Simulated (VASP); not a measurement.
Input of a VASP 6.6.1 run:

File INCAR:

```
SYSTEM = Pb
  ALGO = Normal
  EDIFF = 1E-8
  ENCUT = 600
  IBRION = 6
  ISIF = 3
  ISMEAR = -1
  LASPH = .TRUE.
  LCHARG = .FALSE.
  LREAL = .FALSE.
  LWAVE = .FALSE.
  NBANDS = 13
  NELM = 60
  NFREE = 2
  NSW = 1
  POTIM = 0.015
  PREC = Accurate
  SIGMA = 0.08
```

File KPOINTS:

```
k-points
0
G
  20 20 20
  0 0 0
```

POSCAR

```
Pb
1.0
    0.0000000000      2.4255740397      2.4255740397
    2.4255740397      0.0000000000      2.4255740397
    2.4255740397      2.4255740397      0.0000000000
Pb
1
Direct
    0.0000000000      0.0000000000      0.0000000000
```

Potentials or basis: VASP PAW LDA potentials, release 64 (Pb_d).

Launch:

```bash
$ cat potpaw_LDA.64/Pb_d/POTCAR > POTCAR
$ mpirun -np 1 vasp_std > vasp.out
```

**Question.** What does it give for the elastic constants C11, C12, C44?

**Answer.** 64, 53, 21 GPa.

**Question.** Predict the Voigt bulk modulus.

**Answer.** 57 GPa.

Elastic tensor in Voigt notation (GPa, in the Cartesian axes of the cell as first typed):
```
64 53 53  0  0  0
53 64 53  0  0  0
53 53 64  0  0  0
 0  0  0 21  0  0
 0  0  0  0 21  0
 0  0  0  0  0 21
```

Caveat: the cell is under stress, which shifts elastic constants.
